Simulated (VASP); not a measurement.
A run of VASP 6.6.1 is set up as follows.

File INCAR:

```
SYSTEM = N
ALGO = Normal ; EDIFF = 1E-7
EDIFFG = -0.01 ; ENCUT = 600
GGA = PE ; IBRION = 2
ISIF = 4 ; ISMEAR = 0
IVDW = 12 ; LASPH = .TRUE.
LCHARG = .FALSE. ; LREAL = .FALSE.
LWAVE = .FALSE. ; NELM = 60
NSW = 50 ; PREC = Accurate
SIGMA = 0.02
```

KPOINTS

```
k-points
0
G
  6 6 4
  0 0 0
```

File POSCAR:

```
N
1.0
    4.0136339580      0.0000000000      0.0000000000
    0.0000000000      4.0136339580      0.0000000000
    0.0000000000      0.0000000000      5.2087232270
N
4
Direct
    0.9039720457      0.9039720457      0.0000000000
    0.5960279543      0.4039720457      0.5000000000
    0.0960279543      0.0960279543      0.0000000000
    0.4039720457      0.5960279543      0.5000000000
```

Potentials or basis: VASP PAW PBE potentials, release 64 (N).

The run is started by

```sh
$ cat potpaw_PBE.64/N/POTCAR > POTCAR
$ mpirun -np 1 vasp_std > vasp.out
```

Q: Estimate the dispersion energy per atom.

A: -0.060 eV.

Q: Estimate the band gap on the k mesh.

A: 6.68 eV (least direct gap 6.90 eV).

Forces in eV/Å, atoms in the order of the input:
```
N    0.006  0.006  0.000
N   -0.006  0.006  0.000
N   -0.006 -0.006  0.000
N    0.006 -0.006  0.000
```

Caveat: the standard files for N, O and F lose accuracy on very short bonds. A k mesh can miss the band edges.
